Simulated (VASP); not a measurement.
# MnS (F-43m) in VASP: single point with r2SCAN+U

Aim: the single point of MnS with r2SCAN+U.

Everything below comes from runs of VASP 6.6.1. Logs are shortened: lines on timing, memory, paths and dates and some standing lists are left out, and cuts for length are marked.

### Step 1. The cell of the first run

The structure is cubic, space group F-43m (No. 216). The conventional cell has a = 5.781 Å, b = 5.781 Å, c = 5.781 Å, α = 90.00°, β = 90.00°, γ = 90.00°. Mn (site symmetry -43m) has 4 S at 2.50 Å within 3.3 Å. S (site symmetry -43m) has 4 Mn at 2.50 Å within 3.3 Å.

### Step 2. Single point, r2SCAN+U, collinear spin, ferromagnetic start

File POSCAR:

```
MnS
1.0
    0.0000000000      2.8903843233      2.8903843233
    2.8903843233      0.0000000000      2.8903843233
    2.8903843233      2.8903843233      0.0000000000
Mn S
1 1
Direct
    0.0000000000      0.0000000000      0.0000000000
    0.2500000000      0.2500000000      0.2500000000
```

File INCAR.step1:

```
SYSTEM = MnS
PREC = Accurate
ENCUT = 520
ISMEAR = -1
SIGMA = 0.1
LREAL = .FALSE.
LASPH = .TRUE.
NELM = 150
ISPIN = 2
MAGMOM = 4 0
LMAXMIX = 4
LDAU = .TRUE.
LDAUTYPE = 1
LDAUL = 2 -1
LDAUU = 3.9 0
LDAUJ = 0.9 0
NBANDS = 20
GGA = PE
ALGO = Normal
EDIFF = 1E-4
LWAVE = .TRUE.
LCHARG = .FALSE.
```

File INCAR.step2:

```
SYSTEM = MnS
PREC = Accurate
ENCUT = 520
EDIFF = 1E-6
ISMEAR = -1
SIGMA = 0.1
LREAL = .FALSE.
LASPH = .TRUE.
NELM = 150
ALGO = Normal
ISIF = 2
LWAVE = .FALSE.
LCHARG = .TRUE.
ISPIN = 2
MAGMOM = 4 0
LORBIT = 11
LMAXMIX = 4
LDAU = .TRUE.
LDAUTYPE = 1
LDAUL = 2 -1
LDAUU = 3.9 0
LDAUJ = 0.9 0
LDAUPRINT = 1
METAGGA = R2SCAN
LMIXTAU = .TRUE.
LELF = .TRUE.
LVHAR = .TRUE.
NBANDS = 20
ISTART = 1
```

File KPOINTS:

```
regular mesh
0
G
  9 9 9
  0 0 0
```

Potentials or basis: VASP PAW PBE potentials, release 64 (Mn_pv, S).

On the command line:

```sh
$ cat potpaw_PBE.64/Mn_pv/POTCAR potpaw_PBE.64/S/POTCAR > POTCAR
$ cp INCAR.step1 INCAR
$ mpirun -np 1 vasp_std > vasp.out
$ cp INCAR.step2 INCAR
$ mpirun -np 1 vasp_std > vasp.out
```

OUTCAR:

```text
SYSTEM = MnS
   PREC = Accurate
   ENCUT = 520
   EDIFF = 1E-6
   ISMEAR = -1
   LREAL = .FALSE.
   LASPH = .TRUE.
   NELM = 150
   ISIF = 2
   ISPIN = 2
   LORBIT = 11
   METAGGA = R2SCAN
   ISTART = 1

 ion  position               nearest neighbor table
   1  0.000  0.000  0.000-   2 2.50   2 2.50   2 2.50   2 2.50
   2  0.250  0.250  0.250-   1 2.50   1 2.50   1 2.50   1 2.50

  LATTYP: Found a face centered cubic cell.
 ALAT       =     5.7807686466

  Lattice vectors:

 A1 = (   0.0000000000,   2.8903843233,   2.8903843233)
 A2 = (   2.8903843233,   0.0000000000,   2.8903843233)
 A3 = (   2.8903843233,   2.8903843233,   0.0000000000)

Analysis of symmetry for initial positions (statically):
=====================================================================
 Subroutine PRICEL returns:
 Original cell was already a primitive cell.

 Routine SETGRP: Setting up the symmetry group for a
 face centered cubic supercell.

 Subroutine GETGRP returns: Found 24 space group operations
 (whereof 24 operations were pure point group operations)
 out of a pool of 48 trial point group operations.

The static configuration has the point symmetry T_d .

Analysis of symmetry for dynamics (positions and initial velocities):
=====================================================================
 Subroutine PRICEL returns:
 Original cell was already a primitive cell.

 Routine SETGRP: Setting up the symmetry group for a
 face centered cubic supercell.

 Subroutine GETGRP returns: Found 24 space group operations
 (whereof 24 operations were pure point group operations)
 out of a pool of 48 trial point group operations.

The dynamic configuration has the point symmetry T_d .

Analysis of structural, dynamic, and magnetic symmetry:
=====================================================================
 Subroutine PRICEL returns:
 Original cell was already a primitive cell.

 Routine SETGRP: Setting up the symmetry group for a
 face centered cubic supercell.

 Subroutine GETGRP returns: Found 24 space group operations
 (whereof 24 operations were pure point group operations)
 out of a pool of 48 trial point group operations.

The overall configuration has the point symmetry T_d .

 Subroutine INISYM returns: Found 24 space group operations
 (whereof 24 operations are pure point group operations),
 and found     1 'primitive' translations

----------------------------------------------------------------------------------------

                                     Primitive cell

  volume of cell :      48.2944

  direct lattice vectors                    reciprocal lattice vectors
     0.000000000  2.890384323  2.890384323    -0.172987376  0.172987376  0.172987376
     2.890384323  0.000000000  2.890384323     0.172987376 -0.172987376  0.172987376
     2.890384323  2.890384323  0.000000000     0.172987376  0.172987376 -0.172987376

  length of vectors
     4.087620710  4.087620710  4.087620710     0.299622924  0.299622924  0.299622924

  position of ions in fractional coordinates (direct lattice)
     0.000000000  0.000000000  0.000000000
     0.250000000  0.250000000  0.250000000

  ion indices of the primitive-cell ions
   primitive index   ion index
                 1           1
                 2           2

----------------------------------------------------------------------------------------

 KPOINTS: regular mesh

Automatic generation of k-mesh.
 Grid dimensions read from file:
 generate k-points for:    9    9    9

 Generating k-lattice:

[... 60 lines left out ...]
   NELM   =    150;   NELMIN=  2; NELMDL=  0     # of ELM steps
   EDIFF  = 0.1E-05   stopping-criterion for ELM
   LREAL  =      F    real-space projection
   EDIFFG = 0.1E-04   stopping-criterion for IOM
   NSW    =      0    number of steps for IOM
   IBRION =     -1    ionic relax: 0-MD 1-quasi-New 2-CG
   NFREE  =      0    steps in history (QN), initial steepest desc. (CG)
   ISIF   =      2    stress and relaxation
   ISYM   =      2    0-nonsym 1-usesym 2-fastsym
   POTIM  = 0.5000    time-step for ionic-motion
   TEBEG  =    0.0;   TEEND  =   0.0 temperature during run
   PSTRESS=    0.0 pullay stress
   NELECT =      19.0000    total number of electrons
   NUPDOWN=      -1.0000    fix difference up-down
   EMIN   =  10.00;   EMAX   =-10.00  energy-range for DOS
   EFERMI =   0.00;   METHOD = LEGACY
   ISMEAR =    -1;   SIGMA  =   0.10  broadening in eV -4-tet -1-fermi 0-gaus
   EFERMI_NEDOS =   21; number of points for ismear=-14 and -15
   IALGO  =     38    algorithm
   IMIX   =      4    mixing-type and parameters
     AMIX     =   0.40;   BMIX     =  1.00
     AMIX_MAG =   1.60;   BMIX_MAG =  1.00
  volume/ion in A,a.u.               =      24.15       162.95
  Fermi-wavevector in a.u.,A,eV,Ry     =   1.199574  2.266866 19.578487  1.438978
  Thomas-Fermi vector in A             =   2.335433
   LORBIT       =     11    0 simple, 1 ext, 2 COOP (PROOUT), +10 PAW based schemes
 LDA+U is selected, type is set to LDAUTYPE =  1
   angular momentum for each species LDAUL =     2   -1
   U (eV)           for each species LDAUU =   3.9  0.0
   J (eV)           for each species LDAUJ =   0.9  0.0
   METAGGA = R2SCAN    functional components
   LHFCALC =     F    Hartree Fock is set to
   AEXX    =    0.0000 exact exchange contribution
   IVDW    =     0    specifies the selected vdW correction
   LEPSILON=     F    determine dielectric tensor
   LRPA    =     F    only Hartree local field effects (RPA)
 spin polarized calculation
  energy-cutoff  :      520.00
  volume of cell :       48.29
 maximum number of plane-waves:      1317
   NGX = 15   NGY = 15   NGZ = 15

atom =   1  type =  1  l = 2

 onsite density matrix

spin component  1

  0.9422  0.0000  0.0000  0.0000  0.0000
  0.0000  0.9422  0.0000  0.0000 -0.0000
  0.0000  0.0000  0.9369 -0.0000  0.0000
  0.0000  0.0000 -0.0000  0.9422  0.0000
  0.0000 -0.0000  0.0000  0.0000  0.9369

spin component  2

  0.0465 -0.0000 -0.0000  0.0000 -0.0000
 -0.0000  0.0465  0.0000 -0.0000 -0.0000
 -0.0000  0.0000  0.0121  0.0000 -0.0000
  0.0000 -0.0000  0.0000  0.0465 -0.0000
 -0.0000 -0.0000 -0.0000 -0.0000  0.0121

 occupancies and eigenvectors

  o =  0.0121  v =  0.0000  0.0000  0.0000  0.0000  0.0000  0.0000  0.0000  0.0813  0.0000  0.9967      0.0000  0.0000  0.0000  0.0000  0.0000  0.0000  0.0000  0.0000  0.0000  0.0000
  o =  0.0121  v =  0.0000  0.0000  0.0000  0.0000  0.0000 -0.0000 -0.0000 -0.9967  0.0000  0.0813      0.0000  0.0000  0.0000  0.0000  0.0000  0.0000  0.0000  0.0000  0.0000  0.0000
  o =  0.0465  v =  0.0000  0.0000  0.0000  0.0000  0.0000  0.0112  0.9999 -0.0000 -0.0105 -0.0000      0.0000  0.0000  0.0000  0.0000  0.0000  0.0000  0.0000  0.0000  0.0000  0.0000
  o =  0.0465  v =  0.0000  0.0000  0.0000  0.0000  0.0000 -0.9999  0.0113  0.0000  0.0067  0.0000      0.0000  0.0000  0.0000  0.0000  0.0000  0.0000  0.0000  0.0000  0.0000  0.0000
  o =  0.0465  v =  0.0000  0.0000  0.0000  0.0000  0.0000  0.0068  0.0105  0.0000  0.9999 -0.0000      0.0000  0.0000  0.0000  0.0000  0.0000  0.0000  0.0000  0.0000  0.0000  0.0000
  o =  0.9369  v =  0.0000  0.0000 -0.1533 -0.0000  0.9882  0.0000  0.0000  0.0000  0.0000  0.0000      0.0000  0.0000  0.0000  0.0000  0.0000  0.0000  0.0000  0.0000  0.0000  0.0000
  o =  0.9369  v =  0.0000 -0.0000 -0.9882 -0.0000 -0.1533  0.0000  0.0000  0.0000  0.0000  0.0000      0.0000  0.0000  0.0000  0.0000  0.0000  0.0000  0.0000  0.0000  0.0000  0.0000
  o =  0.9422  v =  0.0000  0.0653  0.0000 -0.9979 -0.0000  0.0000  0.0000  0.0000  0.0000  0.0000      0.0000  0.0000  0.0000  0.0000  0.0000  0.0000  0.0000  0.0000  0.0000  0.0000
  o =  0.9422  v =  0.0000  0.9979 -0.0000  0.0653 -0.0000  0.0000  0.0000  0.0000  0.0000  0.0000      0.0000  0.0000  0.0000  0.0000  0.0000  0.0000  0.0000  0.0000  0.0000  0.0000
  o =  0.9422  v =  1.0000  0.0000  0.0000  0.0000  0.0000  0.0000  0.0000  0.0000  0.0000  0.0000      0.0000  0.0000  0.0000  0.0000  0.0000  0.0000  0.0000  0.0000  0.0000  0.0000

 number of electron      19.0000012 magnetization       5.0000003

 Free energy of the ion-electron system (eV)
  ---------------------------------------------------
  ext. energy  EPLUGINS =         0.00000000
  ---------------------------------------------------
  free energy    TOTEN  =       -24.10051272 eV

  energy without entropy =      -24.10050874  energy(sigma->0) =      -24.10051073

 E-fermi :   3.8773     XC(G=0):  -9.4011

 val. band max:        2.9623514968   @ k =   0.0000   0.0000   0.0000
 cond. band min:       4.5482082012   @ k =   0.0000   0.0000   0.0000
 fundamental gap:      1.5858567044
 Fermi energy:         3.8772881255

 spin component 1

 k-point     1 :       0.0000    0.0000    0.0000
  band No.  band energies     occupation
      1     -49.6723      1.00000
      2     -49.6723      1.00000
      3     -49.6722      1.00000
      4     -10.3140      1.00000
      5      -2.3289      1.00000
      6      -2.3289      1.00000
[... 1097 lines left out ...]
     19      17.8778      0.00000
     20      17.8778      0.00000

 [... further k-points ...]

------------------------ aborting loop because EDIFF is reached ----------------------------------------

  FORCE on cell =-STRESS in cart. coord.  units (eV):
  Direction    XX          YY          ZZ          XY          YZ          ZX
  --------------------------------------------------------------------------------------
  -------------------------------------------------------------------------------------
  Total       -0.5835141     -0.5835141     -0.5835141      0.0000000     -0.0000000      0.0000000
  in kB      -19.3582082    -19.3582082    -19.3582082      0.0000000     -0.0000000      0.0000000
  external PRESSURE =     -19.3582082 kB  Pullay stress =       0.0000000 kB

 VOLUME and BASIS-vectors are now :
 -----------------------------------------------------------------------------
  energy-cutoff  :      520.00
  volume of cell :       48.29
      direct lattice vectors                 reciprocal lattice vectors
     0.000000000  2.890384323  2.890384323    -0.172987376  0.172987376  0.172987376
     2.890384323  0.000000000  2.890384323     0.172987376 -0.172987376  0.172987376
     2.890384323  2.890384323  0.000000000     0.172987376  0.172987376 -0.172987376

 POSITION                                       TOTAL-FORCE (eV/Angst)
 -----------------------------------------------------------------------------------
      0.00000      0.00000      0.00000        -0.000000     -0.000000     -0.000000
      1.44519      1.44519      1.44519         0.000000      0.000000      0.000000
 -----------------------------------------------------------------------------------
    total drift:                                0.000005      0.000005      0.000004

  FREE ENERGIE OF THE ION-ELECTRON SYSTEM (eV)
  ---------------------------------------------------
  free  energy   TOTEN  =       -24.1005127193 eV

  energy  without entropy=      -24.1005087422  energy(sigma->0) =      -24.10051073

 total charge

# of ion       s       p       d       tot
------------------------------------------
    1        0.252   6.177   4.848  11.277
    2        1.301   2.478   0.000   3.779
--------------------------------------------------
tot          1.553   8.655   4.848  15.056

 magnetization (x)

# of ion       s       p       d       tot
------------------------------------------
    1        0.048   0.051   4.527   4.625
    2        0.008   0.006   0.000   0.014
--------------------------------------------------
tot          0.056   0.057   4.527   4.639
```

It took 4.9 min on 1 thread of AMD EPYC 7R43 (Zen 3), shared host; peak memory 0.19 GiB.

What came out:

| Item | Value |
| --- | --- |
| Free energy | -24.1005 eV |
| Pressure | -1.9 GPa |
| Band gap on the k mesh | 1.59 eV |
| Net moment | 5.00 μB per cell |
| Site moments | Mn +4.62; S +0.01 μB |
| Valence electrons inside the program's atomic spheres | Mn 11.28; S 3.78 |

Eigenvalues of the final occupation matrices:
```tsv
site	spin	trace	eigenvalues
site 1 d	1	4.70	0.94 0.94 0.94 0.94 0.94
site 1 d	2	0.16	0.01 0.01 0.05 0.05 0.05
```

Caveat: the PAW data sets were made with another functional, which shifts forces and pressure a little; a cell with one magnetic atom can't hold antiferromagnetic order, which such compounds often take. The state reached can hang on the start; a lower one may exist.
